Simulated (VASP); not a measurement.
BaTiO3:

```
Ba Ti O
1.0
     2.82767   -4.89766    0.00000
     5.65534    0.00000    0.00000
     2.82767   -1.63255    4.63546
Ba Ti O
2 2 6
Direct
  0.91779 0.96775 0.97384
  0.57743 0.65456 0.34893
  0.85544 0.70465 0.78241
  0.22545 0.19420 0.34593
  0.10784 0.46592 0.94252
  0.52682 0.06235 0.36076
  0.62665 0.39895 0.01957
  0.86137 0.04878 0.56098
  0.50458 0.98890 0.05292
  0.81793 0.53523 0.54825
```

Base run:

```yaml
Program: VASP 6.6.1
Functional: LDA
Potentials_or_basis: VASP PAW LDA potentials, release 64 (Ba_sv, Ti_sv, O)
Cutoff: 600 eV
k_mesh: 6 × 6 × 6
Occupations: fermi-dirac, width 0.05 eV
Spin: no spin polarisation
Hubbard_terms: Ti d U = 1.0 eV
```

Its results: band gap on the k mesh 0.42 eV (least direct gap 0.50 eV); pressure 67.4 GPa; largest force 25.231 eV/Å.

**Question.** The run is repeated on the same cell with these changes: hubbard terms from Ti d U = 1.0 eV to Ti d U = 5.0 eV. What comes out?

**Answer.** Band gap on the k mesh 0.68 eV (least direct gap 0.80 eV); pressure 71.4 GPa; largest force 25.495 eV/Å.

Caveats: atoms lie so close that the PAW spheres overlap strongly, which falsifies energies and pressures; spin-orbit coupling is left out, which moves the levels of the heavy elements; forces of over 1 eV/Å act on the atoms, so gaps and moduli don't describe the material at rest; the stress differs along the axes, from 62 to 73 GPa (at least some runs); the stress differs along the axes, from 65 to 78 GPa (at least some runs).

A k mesh can miss the band edges.
